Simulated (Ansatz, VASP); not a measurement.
# One calculation of Pt, two programs

The input INCAR:

```
SYSTEM = Pt
ALGO = Fast
EDIFF = 1E-7
ENCUT = 520
GGA = PS
ISIF = 2
ISMEAR = 0
LASPH = .True.
LCHARG = .False.
LREAL = .False.
LWAVE = .False.
NBANDS = 11
NELM = 80
PREC = Accurate
SIGMA = 0.15
```

KPOINTS

```
k-points
0
Gamma
  26 26 26
  0 0 0
```

POSCAR

```
Pt
1.0
    0.0000000000      2.0569818628      1.9100545869
    2.0569818628      0.0000000000      1.9100545869
    2.0569818628      2.0569818628      0.0000000000
Pt
1
Direct
    0.0000000000      0.0000000000      0.0000000000
```

Input for Ansatz:

```yaml
crystal:
  lattice:
    - [0.0, 2.0569818628, 1.9100545869]
    - [2.0569818628, 0.0, 1.9100545869]
    - [2.0569818628, 2.0569818628, 0.0]
  atoms:
    - { symbol: Pt, position: [0.0, 0.0, 0.0] }
basis:
  ecutwfc: 420
kpoints:
  mp_grid: { grid: [26, 26, 26] }
hamiltonian:
  xc: pbesol
scf:
  occupations: { method: gaussian, width: 0.15 }
output:
  forces: true
  stress: true
  eigenvalues: true
```

Change from the starting cell: strain +0.050 along x and y, -0.025 along z, atoms carried along.

Alike in both runs: task single point; functional PBEsol; k mesh 26 × 26 × 26; occupations gaussian, width 0.15 eV; no spin polarisation.

```csv
,VASP,Ansatz
version,VASP 6.6.1,Ansatz 0.2.0
potentials or method,"VASP PAW PBE potentials, release 64 (Pt), cutoff 520 eV","scalar-relativistic, plane waves, PAW"
valence electrons in the cell,10,18
```

Ansatz gave:

| Quantity | Value |
| --- | --- |
| gap on the k mesh at the Fermi level (eV) | none |
| pressure (GPa) | -16.6 |
| traceless stress, the component that is largest in VASP (GPa) | 2.73 |

Q: Which values does VASP return?

A: gap on the k mesh at the Fermi level (eV): none; pressure (GPa): -16.9; traceless stress, the component that is largest in VASP (GPa): 2.72.

VASP's potentials were made for PBE, not for PBEsol. A gap of «none» marks a metal or a gap that the smearing closes. With one functional, cell and mesh, what is left measures potentials, basis and numerics. VASP's potentials hold 10 valence electrons a cell and Ansatz's 18, so a difference there can come from the potentials and not from the codes.

Neither program's run includes spin-orbit coupling.
